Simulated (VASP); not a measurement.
## C: single point with PBEsol

C:

```xyz
1
Lattice="1.6606 0.0000 0.0000 -0.8303 1.4382 0.0000 0.0000 0.0000 1.4485" Properties=species:S:1:pos:R:3 pbc="T T T"
C     0.0000    0.0000    0.0000
```

```yaml
Program: VASP 6.6.1
Task: single point
Functional: PBEsol
Potentials_or_basis: VASP PAW PBE potentials, release 64 (C)
Cutoff: 600 eV
k_mesh: 27 × 27 × 25
Occupations: fermi-dirac, width 0.08 eV
Spin: no spin polarisation
Dipole_correction: no
Further_INCAR_settings: ALGO = Normal; EDIFF = 1e-06; NBANDS = 8
```

| Property | Result |
| --- | --- |
| Pressure | 391.3 GPa |
| Band gap on the k mesh | zero (band 2 reaches 34.21 eV, above the bottom of band 3 at 11.74 eV) |

Stress tensor (GPa, compression positive):
```
390.95   0.00   0.00
  0.00 390.95   0.00
  0.00   0.00 392.03
```

Levels at points of the mesh, in eV from the Fermi level:
```csv
k point,band 1,band 2,band 3,band 4,band 5,band 6
"(0.00, 0.00, 0.00)",-30.82,13.87,13.87,18.07,34.73,40.10
```

Wall time 46 s on 1 thread of Intel Xeon 8259CL, with other jobs on the host, peak memory 0.13 GiB.

Caveat: the PAW data sets were made with another functional, which shifts forces and pressure a little.
